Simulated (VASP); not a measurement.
Here is a VASP 6.6.1 calculation.

File INCAR:

```
ALGO = Normal
EDIFF = 1E-6
ENCUT = 520
GGA = PE
ISIF = 2
ISMEAR = 0
LASPH = T
LCHARG = T
LELF = T
LREAL = F
LVHAR = T
LWAVE = F
NBANDS = 15
NELM = 80
PREC = Accurate
SIGMA = 0.01
```

KPOINTS

```
k-points
0
Gamma
  4 4 4
```

The input POSCAR:

```
CaSe
1.0
    0.0000000000      2.9675306062      2.9675306062
    2.9675306062      0.0000000000      2.9675306062
    2.9675306062      2.9675306062      0.0000000000
Ca Se
1 1
Direct
    0.0000000000      0.0000000000      0.0000000000
    0.5000000000      0.5000000000      0.5000000000
```

Potentials or basis: VASP PAW PBE potentials, release 64 (Ca_sv, Se).

The run is started by

```bash
$ cat potpaw_PBE.64/Ca_sv/POTCAR potpaw_PBE.64/Se/POTCAR > POTCAR
$ mpirun -np 1 vasp_std > vasp.out
```

(1) Predict the pressure.

(2) What does it give for the band gap on the k mesh?

Results:

(1) 0.9 GPa.

(2) 2.04 eV, indirect (least direct gap 2.96 eV).

Caveat: the k points lie up to 0.46 Å⁻¹ apart.
